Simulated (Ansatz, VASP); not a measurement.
**Be4ZnSe: VASP beside Ansatz**

```
Be Zn Se
1.0
     4.16143    0.00000    0.00000
    -2.08071    3.60390    0.00000
     0.00000    0.00000    5.51152
Be Zn Se
4 1 1
Direct
  0.66667 0.33333 0.00000
  0.00000 0.00000 0.00000
  0.33333 0.66667 0.50000
  0.33333 0.66667 0.00000
  0.00000 0.00000 0.50000
  0.66667 0.33333 0.50000
```

Alike in both runs: functional PBE; k mesh 4 × 4 × 4; occupations gaussian, width 0.2 eV; no spin polarisation.

Ansatz relaxed the structure, and its values are those at the end. VASP's run is a single point on that final structure, the one shown.

```csv
,VASP,Ansatz
version,VASP 6.6.1,Ansatz 0.2.0
potentials or method,"VASP PAW PBE potentials, release 64 (Be, Zn, Se), cutoff 600 eV","scalar-relativistic, plane waves, PAW"
valence electrons in the cell,26,36
```

Ansatz gave:

| Property | Result |
| --- | --- |
| gap on the k mesh at the Fermi level (eV) | none |
| pressure (GPa) | 0.1 |

Question: Which values does VASP return?

Answer: gap on the k mesh at the Fermi level (eV): none; pressure (GPa): 0.4.

A gap of «none» marks a metal or a gap that the smearing closes. VASP's potentials hold 26 valence electrons a cell and Ansatz's 36, so a difference there can come from the potentials and not from the codes.

The k mesh is coarse, so the values compare programs but aren't converged.
